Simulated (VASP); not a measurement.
# Ge3PPt: single point with PBE

The system is Ge3PPt.

```
CELL_PARAMETERS angstrom
0.00000 4.19944 0.00000
4.19944 0.00000 0.00000
2.09972 2.09972 -4.70873
ATOMIC_POSITIONS crystal
P 0.00000 0.00000 0.00000
Pt 0.64790 0.64790 0.70420
Ge 0.40040 0.40040 0.19920
Ge 0.75370 0.25370 0.49260
Ge 0.25370 0.75370 0.49260
```

```yaml
Program: VASP 6.6.1
Task: single point
Functional: PBE
Potentials_or_basis: VASP PAW PBE potentials, release 64 (P, Pt_sv_GW, Ge_d)
Cutoff: 570 eV
k_mesh: 5 × 5 × 5
Occupations: tetrahedron
Spin: no spin polarisation
```

| Item | Value |
| --- | --- |
| Pressure | 24.0 GPa |
| Largest force | 3.134 eV/Å |
| Band gap on the k mesh | zero (an odd number of electrons rules out a gap without spin polarisation) |

Forces in eV/Å, atoms in the order of the input:
```
P    0.000  0.000  0.463
Pt   0.000  0.000 -3.134
Ge   0.000  0.000  0.454
Ge   0.000  0.000  1.108
Ge   0.000  0.000  1.108
```

Stress tensor (GPa, compression positive):
```
23.12  0.00  0.00
 0.00 23.12  0.00
 0.00  0.00 25.69
```

Levels at points of the mesh, in eV from the Fermi level:
```
           k point  band 28  band 29  band 30  band 31  band 32  band 33  band 34  band 35  band 36  band 37
(0.00, 0.00, 0.00)    -3.56    -2.75    -2.13    -2.13    -1.74    -1.74    -0.97     2.27     2.27     2.92
```

Run time: 2.5 min on 1 thread of Intel(R) Xeon(R) Platinum 8375C CPU @ 2.90GHz (Ice Lake), on a shared host, peak memory 0.27 GiB.

Caveat: the cell stands under pressure; spin-orbit coupling is left out, which moves the levels of the heavy elements; an odd number of electrons without spin polarisation forces a metal; a magnetic or distorted state may lie lower; tetrahedron occupations give inexact forces and stress in metals.
